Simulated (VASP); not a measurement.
# EuAlIr (P-6m2) in VASP: single point with PBE

Aim: the single point of EuAlIr with PBE.

All numbers are computed with VASP 6.6.1; they aren't measurements. Logs are shortened: lines on timing, memory, paths and dates and some standing lists are left out, and cuts for length are marked.

## 1. The cell of the first run

The structure is hexagonal, space group P-6m2 (No. 187). Conventional cell: a = 4.254 Å, b = 4.254 Å, c = 4.281 Å, α = 90.00°, β = 90.00°, γ = 120.00°. Eu (site symmetry -6m2) has 6 Al at 3.26 Å and 6 Ir at 3.26 Å and 8 Eu at 4.25 to 4.28 Å within 4.3 Å. Within 3.3 Å of Al (site symmetry -6m2) lie 3 Ir at 2.46 Å and 6 Eu at 3.26 Å. Within 3.3 Å of Ir (site symmetry -6m2) lie 3 Al at 2.46 Å and 6 Eu at 3.26 Å.

The cell was generated, and may not be a known phase.

## 2. Single point, PBE, collinear spin, ferromagnetic start

INCAR reads:

```
SYSTEM = EuAlIr
  PREC = Accurate
  ENCUT = 520
  EDIFF = 1E-6
  ISMEAR = 0
  SIGMA = 0.1
  LREAL = .FALSE.
  LASPH = .TRUE.
  NELM = 150
  ALGO = Normal
  ISIF = 2
  LWAVE = .FALSE.
  LCHARG = .FALSE.
  ISPIN = 2
  MAGMOM = 7.34 0 0
  LORBIT = 11
  LMAXMIX = 6
  GGA = PE
  NBANDS = 26
```

KPOINTS reads:

```
Automatic mesh
0
G
  12 12 12
  0 0 0
```

POSCAR reads:

```
EuAlIr
1.0
    4.2538996969      0.0000000289      0.0000000000
   -2.1269498735      3.6839851882      0.0000000000
    0.0000000000      0.0000000000      4.2806759000
Eu Al Ir
1 1 1
Direct
    0.6666666667      0.3333333333      0.5000000000
    0.3333333333      0.6666666667      0.0000000000
    0.0000000000      0.0000000000      0.0000000000
```

Potentials or basis: VASP PAW PBE potentials, release 64 (Eu, Al, Ir).

The run is started by

```bash
$ cat potpaw_PBE.64/Eu/POTCAR potpaw_PBE.64/Al/POTCAR potpaw_PBE.64/Ir/POTCAR > POTCAR
$ mpirun -np 1 vasp_std > vasp.out
```

OUTCAR:

```text
SYSTEM = EuAlIr
   PREC = Accurate
   ENCUT = 520
   EDIFF = 1E-6
   ISMEAR = 0
   LREAL = .FALSE.
   LASPH = .TRUE.
   NELM = 150
   ISIF = 2
   ISPIN = 2
   LORBIT = 11
   GGA = PE

 ion  position               nearest neighbor table
   1  0.667  0.333  0.500-   2 3.26   2 3.26   2 3.26   2 3.26   3 3.26   3 3.26   3 3.26   3 3.26
                             3 3.26   3 3.26   2 3.26   2 3.26
   2  0.333  0.667  0.000-   3 2.46   3 2.46   3 2.46   1 3.26   1 3.26   1 3.26   1 3.26   1 3.26
                             1 3.26
   3  0.000  0.000  0.000-   2 2.46   2 2.46   2 2.46   1 3.26   1 3.26   1 3.26   1 3.26   1 3.26
                             1 3.26

  LATTYP: Found a hexagonal cell.
 ALAT       =     4.2538996969
 C/A-ratio  =     1.0062945074

  Lattice vectors:

 A1 = (   4.2538996969,   0.0000000289,   0.0000000000)
 A2 = (  -2.1269498735,   3.6839851882,   0.0000000000)
 A3 = (   0.0000000000,   0.0000000000,   4.2806759000)

Analysis of symmetry for initial positions (statically):
=====================================================================
 Subroutine PRICEL returns:
 Original cell was already a primitive cell.

 Routine SETGRP: Setting up the symmetry group for a
 hexagonal supercell.

 Subroutine GETGRP returns: Found 12 space group operations
 (whereof 12 operations were pure point group operations)
 out of a pool of 24 trial point group operations.

The static configuration has the point symmetry D_3h.

Analysis of symmetry for dynamics (positions and initial velocities):
=====================================================================
 Subroutine PRICEL returns:
 Original cell was already a primitive cell.

 Routine SETGRP: Setting up the symmetry group for a
 hexagonal supercell.

 Subroutine GETGRP returns: Found 12 space group operations
 (whereof 12 operations were pure point group operations)
 out of a pool of 24 trial point group operations.

The dynamic configuration has the point symmetry D_3h.

Analysis of structural, dynamic, and magnetic symmetry:
=====================================================================
 Subroutine PRICEL returns:
 Original cell was already a primitive cell.

 Routine SETGRP: Setting up the symmetry group for a
 hexagonal supercell.

 Subroutine GETGRP returns: Found 12 space group operations
 (whereof 12 operations were pure point group operations)
 out of a pool of 24 trial point group operations.

The overall configuration has the point symmetry D_3h.

 Subroutine INISYM returns: Found 12 space group operations
 (whereof 12 operations are pure point group operations),
 and found     1 'primitive' translations

----------------------------------------------------------------------------------------

                                     Primitive cell

  volume of cell :      67.0838

  direct lattice vectors                    reciprocal lattice vectors
     4.253899697  0.000000029  0.000000000     0.235078414  0.135722588  0.000000000
    -2.126949874  3.683985188  0.000000000    -0.000000002  0.271445173  0.000000000
     0.000000000  0.000000000  4.280675900     0.000000000  0.000000000  0.233607968

  length of vectors
     4.253899697  4.253899697  4.280675900     0.271445173  0.271445173  0.233607968

  position of ions in fractional coordinates (direct lattice)
     0.666666667  0.333333333  0.500000000
     0.333333333  0.666666667  0.000000000
     0.000000000  0.000000000  0.000000000

  ion indices of the primitive-cell ions
   primitive index   ion index
                 1           1
                 2           2
                 3           3

----------------------------------------------------------------------------------------

 KPOINTS: Automatic mesh

Automatic generation of k-mesh.
 Grid dimensions read from file:
 generate k-points for:   12   12   12

 Generating k-lattice:

  Cartesian coordinates                     Fractional coordinates (reciprocal lattice)
     0.019589868  0.011310216  0.000000000     0.083333333  0.000000000  0.000000000
    -0.000000000  0.022620431  0.000000000     0.000000000  0.083333333  0.000000000
     0.000000000  0.000000000  0.019467331     0.000000000  0.000000000  0.083333333

  Length of vectors
     0.022620431  0.022620431  0.019467331

  Shift w.r.t. Gamma in fractional coordinates (k-lattice)
     0.000000000  0.000000000  0.000000000

 Subroutine IBZKPT returns following result:
 ===========================================

 Found    133 irreducible k-points:

 Following reciprocal coordinates:
            Coordinates               Weight
  0.000000  0.000000  0.000000      1.000000
  0.083333  0.000000  0.000000      6.000000
  0.166667  0.000000  0.000000      6.000000
  0.250000  0.000000  0.000000      6.000000
  0.333333  0.000000  0.000000      6.000000
  0.416667  0.000000  0.000000      6.000000
[... 16 lines left out ...]
  0.250000  0.000000  0.083333     12.000000
  0.333333  0.000000  0.083333     12.000000
 [... further k-points ...]
   k-points           NKPTS =    133   k-points in BZ     NKDIM =    133   number of bands    NBANDS=     26
   number of dos      NEDOS =    301   number of ions     NIONS =      3
   total plane-waves  NPLWV =  32768
   dimension x,y,z NGX =    32 NGY =   32 NGZ =   32
   dimension x,y,z NGXF=    64 NGYF=   64 NGZF=   64
   ions per type =               1   1   1
   NGX,Y,Z   is equivalent  to a cutoff of  12.51, 12.51, 12.43 a.u.
   NGXF,Y,Z  is equivalent  to a cutoff of  25.01, 25.01, 24.86 a.u.
 SYSTEM =  EuAlIr
   PREC   = accura    normal or accurate (medium, high low for compatibility)
   ISTART =      0    job   : 0-new  1-cont  2-samecut
   ICHARG =      2    charge: 1-file 2-atom 10-const
   ISPIN  =      2    spin polarized calculation?
   LNONCOLLINEAR =      F non collinear calculations
   LSORBIT =      F    spin-orbit coupling
   LASPH  =      T    aspherical Exc in radial PAW
   ENCUT  =  520.0 eV  38.22 Ry    6.18 a.u.   7.91  7.91  7.96*2*pi/ulx,y,z
   NELM   =    150;   NELMIN=  2; NELMDL= -5     # of ELM steps
   EDIFF  = 0.1E-05   stopping-criterion for ELM
   LREAL  =      F    real-space projection
   EDIFFG = 0.1E-04   stopping-criterion for IOM
   NSW    =      0    number of steps for IOM
   IBRION =     -1    ionic relax: 0-MD 1-quasi-New 2-CG
   NFREE  =      0    steps in history (QN), initial steepest desc. (CG)
   ISIF   =      2    stress and relaxation
   ISYM   =      2    0-nonsym 1-usesym 2-fastsym
   POTIM  = 0.5000    time-step for ionic-motion
   TEBEG  =    0.0;   TEEND  =   0.0 temperature during run
   PSTRESS=    0.0 pullay stress
   NELECT =      29.0000    total number of electrons
   NUPDOWN=      -1.0000    fix difference up-down
   EMIN   =  10.00;   EMAX   =-10.00  energy-range for DOS
   EFERMI =   0.00;   METHOD = LEGACY
   ISMEAR =     0;   SIGMA  =   0.10  broadening in eV -4-tet -1-fermi 0-gaus
   EFERMI_NEDOS =   21; number of points for ismear=-14 and -15
   IALGO  =     38    algorithm
   IMIX   =      4    mixing-type and parameters
     AMIX     =   0.40;   BMIX     =  1.00
     AMIX_MAG =   1.60;   BMIX_MAG =  1.00
  volume/ion in A,a.u.               =      22.36       150.90
  Fermi-wavevector in a.u.,A,eV,Ry     =   1.237851  2.339199 20.847865  1.532275
  Thomas-Fermi vector in A             =   2.372401
   LORBIT       =     11    0 simple, 1 ext, 2 COOP (PROOUT), +10 PAW based schemes
   GGA     = PE    functional components
   LHFCALC =     F    Hartree Fock is set to
   AEXX    =    0.0000 exact exchange contribution
   IVDW    =     0    specifies the selected vdW correction
   LEPSILON=     F    determine dielectric tensor
   LRPA    =     F    only Hartree local field effects (RPA)
 spin polarized calculation
 Gauss-broadening in eV      SIGMA  =   0.10
  energy-cutoff  :      520.00
  volume of cell :       67.08
 maximum number of plane-waves:      1830
 NGX is ok and might be reduce to    32
   NGX = 15   NGY = 15   NGZ = 15

 number of electron      29.0000001 magnetization       6.8944086

 Free energy of the ion-electron system (eV)
  ---------------------------------------------------
  ext. energy  EPLUGINS =         0.00000000
  ---------------------------------------------------
  free energy    TOTEN  =       -25.86104976 eV

  energy without entropy =      -25.84765568  energy(sigma->0) =      -25.85435272

 E-fermi :   4.8505     XC(G=0): -10.5932

 val. band max:        4.8435124846   @ k =   0.4167   0.1667   0.3333
 cond. band min:       4.8511885014   @ k =   0.1667   0.1667   0.0000
 fundamental gap:      0.0076760168
 Fermi energy:         4.8504710157

 spin component 1

 k-point     1 :       0.0000    0.0000    0.0000
  band No.  band energies     occupation
      1     -36.2708      1.00000
      2     -14.9422      1.00000
      3     -14.9370      1.00000
      4     -14.9370      1.00000
      5      -3.0574      1.00000
      6       1.6060      1.00000
[... 18 lines left out ...]
     25      11.6979      0.00000
     26      11.8071      0.00000
[... 644 lines left out ...]
      4     -14.9386      1.00000
      5      -1.6125      1.00000
      6       0.8866      1.00000
[... 18 lines left out ...]
     25      10.7297      0.00000
     26      12.2334      0.00000

 [... further k-points ...]

 spin component 2

 k-point     1 :       0.0000    0.0000    0.0000
  band No.  band energies     occupation
      1     -33.2474      1.00000
      2     -12.7720      1.00000
      3     -12.7464      1.00000
      4     -12.7464      1.00000
      5      -2.8719      1.00000
      6       1.6706      1.00000
[... 18 lines left out ...]
     25      12.1951      0.00000
     26      12.3461      0.00000
[... 644 lines left out ...]
      4     -12.7673      1.00000
      5      -1.4130      1.00000
      6       1.0264      1.00000
[... 18 lines left out ...]
     25      11.3509      0.00000
     26      12.7630      0.00000

 [... further k-points ...]

------------------------ aborting loop because EDIFF is reached ----------------------------------------

  FORCE on cell =-STRESS in cart. coord.  units (eV):
  Direction    XX          YY          ZZ          XY          YZ          ZX
  --------------------------------------------------------------------------------------
  -------------------------------------------------------------------------------------
  Total       -0.0134156     -0.0134156     -0.0847223      0.0000000      0.0000000      0.0000000
  in kB       -0.3204082     -0.3204082     -2.0234428      0.0000000      0.0000000      0.0000000
  external PRESSURE =      -0.8880864 kB  Pullay stress =       0.0000000 kB

 VOLUME and BASIS-vectors are now :
 -----------------------------------------------------------------------------
  energy-cutoff  :      520.00
  volume of cell :       67.08
      direct lattice vectors                 reciprocal lattice vectors
     4.253899697  0.000000029  0.000000000     0.235078414  0.135722588  0.000000000
    -2.126949874  3.683985188  0.000000000    -0.000000002  0.271445173  0.000000000
     0.000000000  0.000000000  4.280675900     0.000000000  0.000000000  0.233607968

 POSITION                                       TOTAL-FORCE (eV/Angst)
 -----------------------------------------------------------------------------------
      2.12695      1.22800      2.14034        -0.000000      0.000000      0.000000
     -0.00000      2.45599      0.00000        -0.000000     -0.000000      0.000000
      0.00000      0.00000      0.00000         0.000000     -0.000000      0.000000
 -----------------------------------------------------------------------------------
    total drift:                               -0.000001      0.000000      0.000000

  FREE ENERGIE OF THE ION-ELECTRON SYSTEM (eV)
  ---------------------------------------------------
  free  energy   TOTEN  =       -25.8610497609 eV

  energy  without entropy=      -25.8476556763  energy(sigma->0) =      -25.85435272

 total charge

# of ion       s       p       d       f       tot
--------------------------------------------------
    1        2.055   5.738   0.363   6.535  14.691
    2        0.461   0.383   0.000   0.000   0.845
    3        0.770   0.353   7.244   0.000   8.366
--------------------------------------------------
tot          3.286   6.474   7.606   6.535  23.901

 magnetization (x)

# of ion       s       p       d       f       tot
--------------------------------------------------
    1       -0.008  -0.102   0.085   6.499   6.474
    2       -0.005   0.014   0.000   0.000   0.009
    3       -0.015   0.033  -0.073   0.000  -0.055
--------------------------------------------------
tot         -0.028  -0.055   0.012   6.499   6.428
```

Run time: 15 min. Hardware: 1 thread of Intel Xeon 8259CL, shared host; peak memory 0.53 GiB.

Results:

| Item | Value |
| --- | --- |
| Free energy | -25.8610 eV |
| Pressure | -0.1 GPa |
| Net moment | 6.89 μB per cell |
| Site moments | Eu +6.47; Al +0.01; Ir -0.06 μB |
| Valence electrons inside the program's atomic spheres | Eu 14.69; Al 0.84; Ir 8.37 |

Caveat: spin-orbit coupling is left out, which moves the levels of the heavy elements; semilocal functionals describe open f shells poorly, which spoils levels, moments and volumes. The state reached can hang on the start; a lower one may exist.
